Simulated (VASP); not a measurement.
# Al2Au (Fm-3m) in VASP: notebook

Runs on Al2Au. Level: PBE. Tasks: single point.

Program: VASP 6.6.1. These are calculated values, not measurements. Logs are shortened: lines on timing, memory, paths and dates and some standing lists are left out, and cuts for length are marked.

### 1 The cell of the first run

The structure is cubic, space group Fm-3m (No. 225). Conventional cell: a = 6.177 Å, b = 6.177 Å, c = 6.177 Å, α = 90.00°, β = 90.00°, γ = 90.00°. Al (site symmetry -43m) has 4 Au at 2.67 Å and 6 Al at 3.09 Å within 3.5 Å. Within 3.5 Å of Au (site symmetry m-3m) lie 8 Al at 2.67 Å.

### 2 Single point, PBE (strained)

INCAR

```
SYSTEM = Al2Au
PREC = Accurate
ENCUT = 520
EDIFF = 1E-6
ISMEAR = 0
SIGMA = 0.1
LREAL = .FALSE.
LASPH = .TRUE.
NELM = 60
ALGO = Fast
ISIF = 2
LWAVE = .FALSE.
LCHARG = .FALSE.
GGA = PE
NBANDS = 16
```

KPOINTS

```
Automatic mesh
0
G
  12 12 12
  0 0 0
```

POSCAR

```
Al2Au
1.0
    0.0000000000      3.0882900000      3.0882900000
    3.0882900000      0.0000000000      3.0882900000
    3.0882900000      3.0882900000      0.0000000000
Al Au
2 1
Direct
    0.2500000000      0.2500000000      0.2500000000
    0.7500000000      0.7500000000      0.7500000000
    0.0000000000      0.0000000000      0.0000000000
```

Potentials or basis: VASP PAW PBE potentials, release 64 (Al, Au).

On the command line:

```
> cat potpaw_PBE.64/Al/POTCAR potpaw_PBE.64/Au/POTCAR > POTCAR
> mpirun -np 1 vasp_std > vasp.out
```

OUTCAR:

```text
SYSTEM = Al2Au
   PREC = Accurate
   ENCUT = 520
   EDIFF = 1E-6
   ISMEAR = 0
   LREAL = .FALSE.
   LASPH = .TRUE.
   NELM = 60
   ISIF = 2
   GGA = PE

 ion  position               nearest neighbor table
   1  0.250  0.250  0.250-   3 2.67   3 2.67   3 2.67   3 2.67   2 3.09   2 3.09   2 3.09   2 3.09
                             2 3.09   2 3.09
   2  0.750  0.750  0.750-   3 2.67   3 2.67   3 2.67   3 2.67   1 3.09   1 3.09   1 3.09   1 3.09
                             1 3.09   1 3.09
   3  0.000  0.000  0.000-   2 2.67   2 2.67   2 2.67   1 2.67   1 2.67   1 2.67   2 2.67   1 2.67

  LATTYP: Found a face centered cubic cell.
 ALAT       =     6.1765800000

  Lattice vectors:

 A1 = (   0.0000000000,   3.0882900000,   3.0882900000)
 A2 = (   3.0882900000,   0.0000000000,   3.0882900000)
 A3 = (   3.0882900000,   3.0882900000,   0.0000000000)

Analysis of symmetry for initial positions (statically):
=====================================================================
 Subroutine PRICEL returns:
 Original cell was already a primitive cell.

 Routine SETGRP: Setting up the symmetry group for a
 face centered cubic supercell.

 Subroutine GETGRP returns: Found 48 space group operations
 (whereof 48 operations were pure point group operations)
 out of a pool of 48 trial point group operations.

The static configuration has the point symmetry O_h .

Analysis of symmetry for dynamics (positions and initial velocities):
=====================================================================
 Subroutine PRICEL returns:
 Original cell was already a primitive cell.

 Routine SETGRP: Setting up the symmetry group for a
 face centered cubic supercell.

 Subroutine GETGRP returns: Found 48 space group operations
 (whereof 48 operations were pure point group operations)
 out of a pool of 48 trial point group operations.

The dynamic configuration has the point symmetry O_h .

 Subroutine INISYM returns: Found 48 space group operations
 (whereof 48 operations are pure point group operations),
 and found     1 'primitive' translations

----------------------------------------------------------------------------------------

                                     Primitive cell

  volume of cell :      58.9093

  direct lattice vectors                    reciprocal lattice vectors
     0.000000000  3.088290000  3.088290000    -0.161901894  0.161901894  0.161901894
     3.088290000  0.000000000  3.088290000     0.161901894 -0.161901894  0.161901894
     3.088290000  3.088290000  0.000000000     0.161901894  0.161901894 -0.161901894

  length of vectors
     4.367501603  4.367501603  4.367501603     0.280422306  0.280422306  0.280422306

  position of ions in fractional coordinates (direct lattice)
     0.250000000  0.250000000  0.250000000
     0.750000000  0.750000000  0.750000000
     0.000000000  0.000000000  0.000000000

  ion indices of the primitive-cell ions
   primitive index   ion index
                 1           1
                 2           2
                 3           3

----------------------------------------------------------------------------------------

 KPOINTS: Automatic mesh

Automatic generation of k-mesh.
 Grid dimensions read from file:
 generate k-points for:   12   12   12

 Generating k-lattice:

  Cartesian coordinates                     Fractional coordinates (reciprocal lattice)
    -0.013491824  0.013491824  0.013491824     0.083333333  0.000000000  0.000000000
     0.013491824 -0.013491824  0.013491824     0.000000000  0.083333333  0.000000000
     0.013491824  0.013491824 -0.013491824     0.000000000  0.000000000  0.083333333

  Length of vectors
     0.023368526  0.023368526  0.023368526

  Shift w.r.t. Gamma in fractional coordinates (k-lattice)
     0.000000000  0.000000000  0.000000000

 Subroutine IBZKPT returns following result:
 ===========================================

 Found     72 irreducible k-points:

 Following reciprocal coordinates:
            Coordinates               Weight
  0.000000  0.000000  0.000000      1.000000
  0.083333  0.000000  0.000000      8.000000
  0.166667  0.000000  0.000000      8.000000
  0.250000  0.000000  0.000000      8.000000
  0.333333  0.000000  0.000000      8.000000
  0.416667  0.000000  0.000000      8.000000
[... 16 lines left out ...]
  0.500000  0.166667  0.000000     24.000000
 -0.416667  0.166667  0.000000     24.000000
 [... further k-points ...]
   k-points           NKPTS =     72   k-points in BZ     NKDIM =     72   number of bands    NBANDS=     16
   number of dos      NEDOS =    301   number of ions     NIONS =      3
   total plane-waves  NPLWV =  32768
   dimension x,y,z NGX =    32 NGY =   32 NGZ =   32
   dimension x,y,z NGXF=    64 NGYF=   64 NGZF=   64
   ions per type =               2   1
   NGX,Y,Z   is equivalent  to a cutoff of  12.18, 12.18, 12.18 a.u.
   NGXF,Y,Z  is equivalent  to a cutoff of  24.36, 24.36, 24.36 a.u.
 SYSTEM =  Al2Au
   PREC   = accura    normal or accurate (medium, high low for compatibility)
   ISTART =      0    job   : 0-new  1-cont  2-samecut
   ICHARG =      2    charge: 1-file 2-atom 10-const
   ISPIN  =      1    spin polarized calculation?
   LNONCOLLINEAR =      F non collinear calculations
   LSORBIT =      F    spin-orbit coupling
   LASPH  =      T    aspherical Exc in radial PAW
   ENCUT  =  520.0 eV  38.22 Ry    6.18 a.u.   8.12  8.12  8.12*2*pi/ulx,y,z
   NELM   =     60;   NELMIN=  2; NELMDL= -5     # of ELM steps
   EDIFF  = 0.1E-05   stopping-criterion for ELM
   LREAL  =      F    real-space projection
   EDIFFG = 0.1E-04   stopping-criterion for IOM
   NSW    =      0    number of steps for IOM
   IBRION =     -1    ionic relax: 0-MD 1-quasi-New 2-CG
   NFREE  =      0    steps in history (QN), initial steepest desc. (CG)
   ISIF   =      2    stress and relaxation
   ISYM   =      2    0-nonsym 1-usesym 2-fastsym
   POTIM  = 0.5000    time-step for ionic-motion
   TEBEG  =    0.0;   TEEND  =   0.0 temperature during run
   PSTRESS=    0.0 pullay stress
   NELECT =      17.0000    total number of electrons
   NUPDOWN=      -1.0000    fix difference up-down
   EMIN   =  10.00;   EMAX   =-10.00  energy-range for DOS
   EFERMI =   0.00;   METHOD = LEGACY
   ISMEAR =     0;   SIGMA  =   0.10  broadening in eV -4-tet -1-fermi 0-gaus
   EFERMI_NEDOS =   21; number of points for ismear=-14 and -15
   IALGO  =     68    algorithm
   IMIX   =      4    mixing-type and parameters
     AMIX     =   0.40;   BMIX     =  1.00
     AMIX_MAG =   1.60;   BMIX_MAG =  1.00
  volume/ion in A,a.u.               =      19.64       132.51
  Fermi-wavevector in a.u.,A,eV,Ry     =   1.081840  2.044381 15.923959  1.170378
  Thomas-Fermi vector in A             =   2.217867
   LORBIT       =      0    0 simple, 1 ext, 2 COOP (PROOUT), +10 PAW based schemes
   GGA     = PE    functional components
   LHFCALC =     F    Hartree Fock is set to
   AEXX    =    0.0000 exact exchange contribution
   IVDW    =     0    specifies the selected vdW correction
   LEPSILON=     F    determine dielectric tensor
   LRPA    =     F    only Hartree local field effects (RPA)
 non-spin polarized calculation
 RMM-DIIS sequential band-by-band and
 Gauss-broadening in eV      SIGMA  =   0.10
  energy-cutoff  :      520.00
  volume of cell :       58.91
 maximum number of plane-waves:      1604
   NGX = 17   NGY = 17   NGZ = 17

 number of electron      16.9999999 magnetization

 Free energy of the ion-electron system (eV)
  ---------------------------------------------------
  ext. energy  EPLUGINS =         0.00000000
  ---------------------------------------------------
  free energy    TOTEN  =       -11.96550194 eV

  energy without entropy =      -11.96098119  energy(sigma->0) =      -11.96324157

 E-fermi :   6.8425     XC(G=0): -10.1531

 val. band max:        6.8407235333   @ k =   0.5000   0.1667   0.0833
 cond. band min:       6.9545715248   @ k =   0.3333   0.2500   0.0833
 fundamental gap:      0.1138479915
 Fermi energy:         6.8424786547

 k-point     1 :       0.0000    0.0000    0.0000
  band No.  band energies     occupation
      1      -3.1053      2.00000
      2       0.6931      2.00000
      3       0.6931      2.00000
      4       0.6931      2.00000
      5       1.5582      2.00000
      6       1.5582      2.00000
[... 8 lines left out ...]
     15      12.3245      0.00000
     16      12.3245      0.00000

 k-point     2 :       0.0833    0.0000    0.0000
  band No.  band energies     occupation
      1      -3.0201      2.00000
      2       0.6620      2.00000
      3       0.7139      2.00000
      4       0.7139      2.00000
      5       1.5539      2.00000
      6       1.5539      2.00000
[... 8 lines left out ...]
     15      12.1177      0.00000
     16      12.1579      0.00000

 k-point     3 :       0.1667    0.0000    0.0000
  band No.  band energies     occupation
      1      -2.7686      2.00000
      2       0.5829      2.00000
      3       0.7683      2.00000
      4       0.7683      2.00000
      5       1.5475      2.00000
      6       1.5475      2.00000
[... 8 lines left out ...]
     15      12.1289      0.00000
     16      12.1841      0.00000

 k-point     4 :       0.2500    0.0000    0.0000
  band No.  band energies     occupation
      1      -2.3677      2.00000
      2       0.4939      2.00000
      3       0.8340      2.00000
      4       0.8340      2.00000
      5       1.5555      2.00000
      6       1.5555      2.00000
[... 8 lines left out ...]
     15      12.9090      0.00000
     16      12.9090      0.00000
[... 324 lines left out ...]
 k-point    22 :       0.4167    0.1667    0.0000
  band No.  band energies     occupation
      1      -1.3824      2.00000
      2       0.3134      2.00000
      3       0.9691      2.00000
      4       1.0102      2.00000
      5       1.5258      2.00000
      6       1.6892      2.00000
[... 8 lines left out ...]
     15      15.7349      0.00000
     16      15.9915      0.00000

 k-point    23 :       0.5000    0.1667    0.0000
  band No.  band energies     occupation
      1      -0.9550      2.00000
      2       0.3997      2.00000
      3       0.9949      2.00000
      4       1.0320      2.00000
      5       1.6705      2.00000
      6       1.6712      2.00000
[... 8 lines left out ...]
     15      15.6685      0.00000
     16      16.3150      0.00000

 k-point    24 :      -0.4167    0.1667    0.0000
  band No.  band energies     occupation
      1      -0.8895      2.00000
      2       0.4531      2.00000
      3       1.0355      2.00000
      4       1.0374      2.00000
      5       1.5866      2.00000
      6       1.6072      2.00000
[... 8 lines left out ...]
     15      14.7850      0.00000
     16      15.1432      0.00000

 [... further k-points ...]

------------------------ aborting loop because EDIFF is reached ----------------------------------------

  FORCE on cell =-STRESS in cart. coord.  units (eV):
  Direction    XX          YY          ZZ          XY          YZ          ZX
  --------------------------------------------------------------------------------------
  -------------------------------------------------------------------------------------
  Total       -1.9590935     -1.9590935     -1.9590935      0.0000000      0.0000000     -0.0000000
  in kB      -53.2821228    -53.2821228    -53.2821228      0.0000000      0.0000000     -0.0000000
  external PRESSURE =     -53.2821228 kB  Pullay stress =       0.0000000 kB

 VOLUME and BASIS-vectors are now :
 -----------------------------------------------------------------------------
  energy-cutoff  :      520.00
  volume of cell :       58.91
      direct lattice vectors                 reciprocal lattice vectors
     0.000000000  3.088290000  3.088290000    -0.161901894  0.161901894  0.161901894
     3.088290000  0.000000000  3.088290000     0.161901894 -0.161901894  0.161901894
     3.088290000  3.088290000  0.000000000     0.161901894  0.161901894 -0.161901894

 POSITION                                       TOTAL-FORCE (eV/Angst)
 -----------------------------------------------------------------------------------
      1.54415      1.54415      1.54415         0.000000      0.000000      0.000000
      4.63244      4.63244      4.63244        -0.000000     -0.000000     -0.000000
      0.00000      0.00000      0.00000         0.000000     -0.000000      0.000000
 -----------------------------------------------------------------------------------
    total drift:                                0.000000     -0.000000      0.000000

  FREE ENERGIE OF THE ION-ELECTRON SYSTEM (eV)
  ---------------------------------------------------
  free  energy   TOTEN  =       -11.9655019399 eV

  energy  without entropy=      -11.9609811920  energy(sigma->0) =      -11.96324157
```

It took 74 s on 1 thread of Intel Xeon 8259CL, shared host; peak memory 0.22 GiB.

Results:

```
Free energy            : -11.9655 eV
Pressure               : -5.3 GPa
Band gap on the k mesh : zero (an odd number of electrons rules out a gap without spin polarisation)
```

Caveat: the cell differs from its parent crystal (strained); the cell stands under tension; spin-orbit coupling is left out, which moves the levels of the heavy elements.

### 3 Single point, PBE (strained)

INCAR

```
ALGO     = Normal         # electronic algorithm
EDIFF    = 1E-6           # SCF threshold, eV
ENCUT    = 520            # plane-wave cutoff, eV
GGA      = PE             # functional
ISIF     = 2              # what is computed and relaxed
ISMEAR   = 0              # smearing method
LASPH    = T              # aspherical terms in the spheres
LCHARG   = F              # write CHGCAR
LREAL    = F              # projectors in reciprocal space
LWAVE    = F              # write WAVECAR
NBANDS   = 16             # bands
NELM     = 100            # most SCF steps
PREC     = Accurate       # precision mode
SIGMA    = 0.1            # smearing width, eV
```

KPOINTS

```
k-points
0
Gamma
  12 12 12
```

POSCAR

```
Al2Au
1.0
    0.0000000000      3.1295100000      3.1295100000
    3.1295100000      0.0000000000      3.1295100000
    3.1295100000      3.1295100000      0.0000000000
Al Au
2 1
Direct
    0.2500000000      0.2500000000      0.2500000000
    0.7500000000      0.7500000000      0.7500000000
    0.0000000000      0.0000000000      0.0000000000
```

Potentials or basis: VASP PAW PBE potentials, release 64 (Al, Au).

On the command line:

```
> cat potpaw_PBE.64/Al/POTCAR potpaw_PBE.64/Au/POTCAR > POTCAR
> mpirun -np 1 vasp_std > vasp.out
```

Wall time 86 s (1 thread of Intel Xeon 8259CL, shared host); peak memory 0.24 GiB.

Results (log left out):

- Free energy: -11.8647 eV
- Pressure: -8.1 GPa
- Band gap on the k mesh: zero (an odd number of electrons rules out a gap without spin polarisation)

Levels at points of the mesh, in eV from the Fermi level:
```
           k point  band 5  band 6  band 7  band 8  band 9  band 10  band 11  band 12  band 13  band 14
(0.00, 0.00, 0.00)   -5.13   -5.13    1.35    2.90    2.90     2.90     3.36     3.36     3.36     5.37
(0.50, 0.00, 0.00)   -5.04   -5.04   -5.01    0.41    0.41     2.63     3.00     3.41     3.41     8.38
(0.50, 0.50, 0.00)   -5.29   -4.90   -4.63   -1.84   -1.84     0.55     2.01     7.53     8.74     8.74
```

Caveat: the cell differs from its parent crystal (strained); the cell stands under tension; spin-orbit coupling is left out, which moves the levels of the heavy elements.

The gap in the log of VASP goes by the Fermi energy; the results here count the filled bands.